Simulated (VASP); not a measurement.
Input of a VASP 6.6.1 run:

INCAR

```
ALGO = Normal ; EDIFF = 1E-7
ENCUT = 520 ; GGA = PS
ISIF = 2 ; ISMEAR = 0
LASPH = True ; LCHARG = True
LELF = True ; LREAL = False
LUSENCCL = False ; LVHAR = True
LWAVE = False ; NBANDS = 27
NELM = 60 ; PREC = Accurate
SIGMA = 0.03
```

File KPOINTS:

```
k-points
0
Gamma
  12 12 12
```

POSCAR

```
InSe
1.0
    2.0563670859      1.1872440906      7.8669795434
   -2.0563670859      1.1872440906      7.8669795434
    0.0000000000     -2.3744881812      7.8669795434
In Se
2 2
Direct
    0.0000000000      0.0000000000      0.0000000000
    0.1122000000      0.1122000000      0.1122000000
    0.6155000000      0.6155000000      0.6155000000
    0.8300000000      0.8300000000      0.8300000000
```

Potentials or basis: VASP PAW PBE potentials, release 64 (In_d, Se).

Command:

```bash
$ cat potpaw_PBE.64/In_d/POTCAR potpaw_PBE.64/Se/POTCAR > POTCAR
$ mpirun -np 1 vasp_std > vasp.out
```

Task: What does it give for the largest force?

Result: 0.763 eV/Å.

Task: What does it give for the band gap on the k mesh?

Result: 0.13 eV (least direct gap 0.29 eV).

Task: Predict the pressure.

Result: 0.3 GPa.

Stress tensor (GPa, compression positive):
```
-1.41  0.00  0.00
 0.00 -1.41  0.00
 0.00  0.00  3.83
```

Caveat: the stress differs along the axes, from -1 to 4 GPa; the PAW data sets were made with another functional, which shifts forces and pressure a little; spin-orbit coupling is left out, which moves the levels of the heavy elements. A k mesh can miss the band edges.
